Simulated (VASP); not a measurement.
A run of VASP 6.6.1:

Contents of INCAR:

```
ALGO = Normal
EDIFF = 1E-7
EDIFFG = -0.005
ENCUT = 600
GGA = PE
GGA_COMPAT = False
IBRION = 2
ISIF = 3
ISMEAR = -1
LASPH = True
LCHARG = False
LREAL = False
LWAVE = False
NELM = 120
NELMIN = 4
NSW = 80
PREC = Accurate
SIGMA = 0.02
```

Contents of KPOINTS:

```
k-points
0
Gamma
  6 6 6
```

File POSCAR:

```
BaF2
1.0
    0.0000000000      3.1224950771      3.1224950771
    3.1224950771      0.0000000000      3.1224950771
    3.1224950771      3.1224950771      0.0000000000
Ba F
1 2
Direct
    0.0000000000      0.0000000000      0.0000000000
    0.2500000000      0.2500000000      0.2500000000
    0.7500000000      0.7500000000      0.7500000000
```

Potentials or basis: VASP PAW PBE potentials, release 64 (Ba_sv, F).

Run with:

```sh
$ cat potpaw_PBE.64/Ba_sv/POTCAR potpaw_PBE.64/F/POTCAR > POTCAR
$ mpirun -np 1 vasp_std > vasp.out
```

Hardware: 1 thread of Intel(R) Xeon(R) Platinum 8259CL CPU @ 2.50GHz (Skylake/Cascade Lake), with other jobs on the host.

Question: Estimate the wall time of this run.

Answer: Wall time 35 s on 1 thread of Intel(R) Xeon(R) Platinum 8259CL CPU @ 2.50GHz (Skylake/Cascade Lake), with other jobs on the host, peak memory 0.21 GiB. Counts: scf iterations 25, k points 16, ion steps 2.
